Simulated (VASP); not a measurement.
# Al (P6_3/mmc) in VASP: notebook, part 2 of 2

VASP 6.6.1. Earlier steps stand in the parts before.

### 4 Single point, PBEsol

Input file INCAR:

```
SYSTEM = Al
PREC = Accurate
ENCUT = 520
EDIFF = 1E-6
ISMEAR = -1
SIGMA = 0.15
LREAL = .False.
LASPH = .True.
NELM = 80
ALGO = Normal
ISIF = 2
LWAVE = .False.
LCHARG = .False.
GGA = PS
NBANDS = 14
```

Input file KPOINTS:

```
regular mesh
0
Gamma
  10 10 3
  0 0 0
```

Input file POSCAR:

```
Al
1.0
    2.8270770200      0.0000000000      0.0000000000
   -1.4135385100      2.4483205200      0.0000000000
    0.0000000000      0.0000000000      9.1859930700
Al
4
Direct
    0.0000000000      0.0000000000      0.0000000000
    0.3333333333      0.6666666667      0.2500000000
    0.0000000000      0.0000000000      0.5000000000
    0.6666666667      0.3333333333      0.7500000000
```

Potentials or basis: VASP PAW PBE potentials, release 64 (Al).

On the command line:

```
cat potpaw_PBE.64/Al/POTCAR > POTCAR
mpirun -np 1 vasp_std > vasp.out
```

OUTCAR:

```text
SYSTEM = Al
   PREC = Accurate
   ENCUT = 520
   EDIFF = 1E-6
   ISMEAR = -1
   LREAL = .False.
   LASPH = .True.
   NELM = 80
   ISIF = 2
   GGA = PS

 ion  position               nearest neighbor table
   1  0.000  0.000  0.000-   2 2.82   4 2.82   4 2.82   2 2.82   4 2.82   2 2.82
   2  0.333  0.667  0.250-   1 2.82   3 2.82   1 2.82   3 2.82   1 2.82   3 2.82
   3  0.000  0.000  0.500-   2 2.82   4 2.82   4 2.82   2 2.82   4 2.82   2 2.82
   4  0.667  0.333  0.750-   1 2.82   3 2.82   1 2.82   3 2.82   1 2.82   3 2.82

  LATTYP: Found a hexagonal cell.
 ALAT       =     2.8270770200
 C/A-ratio  =     3.2492899928

  Lattice vectors:

 A1 = (   2.8270770200,   0.0000000000,   0.0000000000)
 A2 = (  -1.4135385100,   2.4483205200,   0.0000000000)
 A3 = (   0.0000000000,   0.0000000000,   9.1859930700)

Analysis of symmetry for initial positions (statically):
=====================================================================
 Subroutine PRICEL returns:
 Original cell was already a primitive cell.

 Routine SETGRP: Setting up the symmetry group for a
 hexagonal supercell.

 Subroutine GETGRP returns: Found 24 space group operations
 (whereof 12 operations were pure point group operations)
 out of a pool of 24 trial point group operations.

The static configuration has the point symmetry D_3d.
 The point group associated with its full space group is D_6h.

Analysis of symmetry for dynamics (positions and initial velocities):
=====================================================================
 Subroutine PRICEL returns:
 Original cell was already a primitive cell.

 Routine SETGRP: Setting up the symmetry group for a
 hexagonal supercell.

 Subroutine GETGRP returns: Found 24 space group operations
 (whereof 12 operations were pure point group operations)
 out of a pool of 24 trial point group operations.

The dynamic configuration has the point symmetry D_3d.
 The point group associated with its full space group is D_6h.

[... 127 lines left out ...]
   GGA     = PS    functional components
   LHFCALC =     F    Hartree Fock is set to
   AEXX    =    0.0000 exact exchange contribution
   IVDW    =     0    specifies the selected vdW correction
   LEPSILON=     F    determine dielectric tensor
   LRPA    =     F    only Hartree local field effects (RPA)
 non-spin polarized calculation
  energy-cutoff  :      520.00
  volume of cell :       63.58
 maximum number of plane-waves:      1738
 NGX is ok and might be reduce to    24
   NGX = 11   NGY = 11   NGZ = 35

 number of electron      12.0000000 magnetization

 Free energy of the ion-electron system (eV)
  ---------------------------------------------------
  ext. energy  EPLUGINS =         0.00000000
  ---------------------------------------------------
  free energy    TOTEN  =       -16.38816466 eV

  energy without entropy =      -16.29380271  energy(sigma->0) =      -16.34098369

 E-fermi :   8.3715     XC(G=0): -10.3943

 val. band max:        8.3593755710   @ k =   0.4000   0.2000   0.3333
 cond. band min:       8.4605583099   @ k =   0.4000   0.1000   0.0000
 fundamental gap:      0.1011827389
 Fermi energy:         8.3715015513

 k-point     1 :       0.0000    0.0000    0.0000
  band No.  band energies     occupation
      1      -3.0474      2.00000
      2      -1.3053      2.00000
      3      -1.3044      2.00000
      4       3.6291      2.00000
      5       3.9797      2.00000
      6      11.9466      0.00000
      7      11.9597      0.00000
      8      19.2012      0.00000
      9      19.2012      0.00000
     10      19.3597      0.00000
     11      19.3597      0.00000
     12      20.3224      0.00000
     13      20.3234      0.00000
     14      20.4947      0.00000
[... 377 lines left out ...]
      1       2.2224      2.00000
      2       2.7782      2.00000
      3       4.5410      2.00000
      4       4.7435      2.00000
      5       5.4255      2.00000
      6       6.5989      1.99999
      7       7.5303      1.99269
      8       9.0029      0.02928
      9      10.8125      0.00000
     10      11.6220      0.00000
     11      12.2634      0.00000
     12      13.2784      0.00000
     13      14.1558      0.00000
     14      14.4713      0.00000

 [... further k-points ...]
[... 5 lines left out ...]
  --------------------------------------------------------------------------------------
  -------------------------------------------------------------------------------------
  Total        0.4184526      0.4184526      1.4058601      0.0000000      0.0000000      0.0000000
  in kB       10.5444709     10.5444709     35.4258800      0.0000000      0.0000000      0.0000000
  external PRESSURE =      18.8382739 kB  Pullay stress =       0.0000000 kB

 VOLUME and BASIS-vectors are now :
 -----------------------------------------------------------------------------
  energy-cutoff  :      520.00
  volume of cell :       63.58
      direct lattice vectors                 reciprocal lattice vectors
     2.827077020  0.000000000  0.000000000     0.353722234  0.204221627  0.000000000
    -1.413538510  2.448320520  0.000000000     0.000000000  0.408443254  0.000000000
     0.000000000  0.000000000  9.185993070     0.000000000  0.000000000  0.108861393

 POSITION                                       TOTAL-FORCE (eV/Angst)
 -----------------------------------------------------------------------------------
      0.00000      0.00000      0.00000         0.000000      0.000000      0.000000
     -0.00000      1.63221      2.29650         0.000000     -0.000000     -0.000000
      0.00000      0.00000      4.59300         0.000000      0.000000      0.000000
      1.41354      0.81611      6.88949        -0.000000      0.000000      0.000000
 -----------------------------------------------------------------------------------
    total drift:                               -0.000000      0.000000      0.000000

  FREE ENERGIE OF THE ION-ELECTRON SYSTEM (eV)
  ---------------------------------------------------
  free  energy   TOTEN  =       -16.3881646585 eV

  energy  without entropy=      -16.2938027140  energy(sigma->0) =      -16.34098369
```

OSZICAR:

```text
N       E                     dE             d eps       ncg     rms          rms(c)
DAV:   1     0.485723698405E+01    0.48572E+01   -0.40709E+03   784   0.653E+02
DAV:   2    -0.158862403618E+02   -0.20743E+02   -0.19186E+02  1044   0.882E+01
DAV:   3    -0.165029090213E+02   -0.61667E+00   -0.61209E+00  1076   0.128E+01
DAV:   4    -0.165069904554E+02   -0.40814E-02   -0.40808E-02   972   0.130E+00
DAV:   5    -0.165070376727E+02   -0.47217E-04   -0.47219E-04  1036   0.141E-01    0.290E+00
DAV:   6    -0.164359412940E+02    0.71096E-01   -0.77333E-03   946   0.439E-01    0.165E+00
DAV:   7    -0.163888951306E+02    0.47046E-01   -0.17733E-02   910   0.640E-01    0.250E-01
DAV:   8    -0.163881698786E+02    0.72525E-03   -0.43379E-04  1096   0.104E-01    0.359E-02
DAV:   9    -0.163881654866E+02    0.43920E-05   -0.38689E-06  1002   0.109E-02    0.414E-03
DAV:  10    -0.163881646585E+02    0.82806E-06   -0.60039E-08   698   0.164E-03
   1 F= -.16388165E+02 E0= -.16340984E+02  d E =-.943619E-01
```

It took 18 s on 1 thread of Intel Xeon Platinum 8259CL at 2.50GHz (Skylake/Cascade Lake), shared host; peak memory 0.18 GiB.

Results:

```
Free energy            : -16.3882 eV
Pressure               : 1.9 GPa
Band gap on the k mesh : zero (band 6 reaches 12.39 eV, above the bottom of band 7 at 6.96 eV)
```

Stress tensor (GPa, compression positive):
```
1.05 0.00 0.00
0.00 1.05 0.00
0.00 0.00 3.54
```

Caveat: the PAW data sets were made with another functional, which shifts forces and pressure a little.

### 5 Overview

| level | potentials or basis | gap on the mesh (eV) | pressure (GPa) |
| --- | --- | --- | --- |
| LDA | VASP PAW LDA potentials, release 64 (Al) | none | -0.1 |
| BLYP | VASP PAW PBE potentials, release 64 (Al) | none | 6.9 |
| PBEsol | VASP PAW PBE potentials, release 64 (Al) | none | 1.9 |

Alike in all rows: task single point; no spin polarisation; cell as given; k mesh 10 × 10 × 3; cutoff (eV) 520; smearing fermi-dirac 0.15 eV.

Caveats: the PAW data sets were made with another functional, which shifts forces and pressure a little (some runs).

Absolute energies hang on the potentials; compare differences alone.
